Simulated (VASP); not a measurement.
Write the native input for VASP 6.6.1 that does the following.

| Quantity | Value |
| --- | --- |
| Task | single point |
| Functional | LDA |
| Potentials or basis | VASP PAW LDA potentials, release 64 (C) |
| Cutoff | 520 eV |
| k mesh | 8 × 8 × 8 |
| Occupations | gaussian, width 0.05 eV |
| Spin | no spin polarisation |
| Dipole correction | no |
| Further INCAR settings | ALGO = Normal; EDIFF = 1e-07; NBANDS = 26 |

The structure of C lies in POSCAR:

```
C
1.0
   -2.4103982985      2.4103982985      2.3380863495
    2.4103982985     -2.4103982985      2.3380863495
    2.4103982985      2.4103982985     -2.3380863495
C
8
Direct
    0.3254710859      0.0000000000      0.0000000000
    0.6745289141      0.6745289141      0.6745289141
    0.0000000000      0.3254710859      0.0000000000
    0.0000000000      0.0000000000      0.3254710859
    0.0000000000      0.6745289141      0.0000000000
    0.3254710859      0.3254710859      0.3254710859
    0.6745289141      0.0000000000      0.0000000000
    0.0000000000      0.0000000000      0.6745289141
```

This cell differs from its parent crystal: strain +0.000 along x and y, -0.030 along z.

The input as run:

INCAR

```
SYSTEM = C
  PREC = Accurate
  ENCUT = 520
  EDIFF = 1E-7
  ISMEAR = 0
  SIGMA = 0.05
  LREAL = .FALSE.
  LASPH = .TRUE.
  NELM = 80
  ALGO = Normal
  ISIF = 2
  LWAVE = .FALSE.
  LCHARG = .TRUE.
  GGA = CA
  LELF = .TRUE.
  LVHAR = .TRUE.
  NBANDS = 26
```

KPOINTS

```
regular mesh
0
G
  8 8 8
  0 0 0
```

Potentials or basis: VASP PAW LDA potentials, release 64 (C).

The run is started by

```sh
$ cat potpaw_LDA.64/C/POTCAR > POTCAR
$ mpirun -np 1 vasp_std > vasp.out
```

It gave:

- Pressure: 12.5 GPa
- Largest force: 0.782 eV/Å
- Band gap on the k mesh: 2.74 eV, indirect (least direct gap 3.56 eV)

Caveat: the cell differs from its parent crystal (strain +0.000 along x and y, -0.030 along z).

Wall time 68 s on 1 thread of Intel(R) Xeon(R) 6975P-C (Granite Rapids) (shared host), peak memory 0.17 GiB.
